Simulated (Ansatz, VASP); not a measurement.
# HfN in VASP and in Ansatz

```
Hf N
1.0
     3.13391    0.00000    0.00000
    -1.56695    2.71404    0.00000
     0.00000    0.00000    5.41677
Hf N
2 2
Direct
  0.33333 0.66667 0.25000
  0.66667 0.33333 0.75000
  0.00000 0.00000 0.50000
  0.00000 0.00000 0.00000
```

Alike in both runs: functional PBEsol; k mesh 10 × 10 × 5; occupations fermi-dirac, width 0.05 eV; non-collinear spin, spin-orbit coupling.

```csv
,VASP,Ansatz
version,VASP 6.6.1,Ansatz 0.2.0
potentials or method,"VASP PAW PBE potentials, release 64 (Hf_pv, N)",Ansatz PAW
plane-wave cutoff (eV),520,420
valence electrons in the cell,30,62
task,single point,band structure
```

VASP gave:

```
pressure (GPa)                                                : -4.5
traceless stress, the component that is largest in VASP (GPa) : -0.42
net moment per atom (μB)                                      : 0.00
```

Problem. Which values does Ansatz return?

Solution. Pressure (GPa): -2.9; traceless stress, the component that is largest in VASP (GPa): -0.56; net moment per atom (μB): 0.00.

VASP's potentials were made for PBE, not for PBEsol. With one functional, cell and mesh, what is left measures potentials, basis and numerics. VASP's potentials hold 30 valence electrons a cell and Ansatz's 62, so a difference there can come from the potentials and not from the codes.
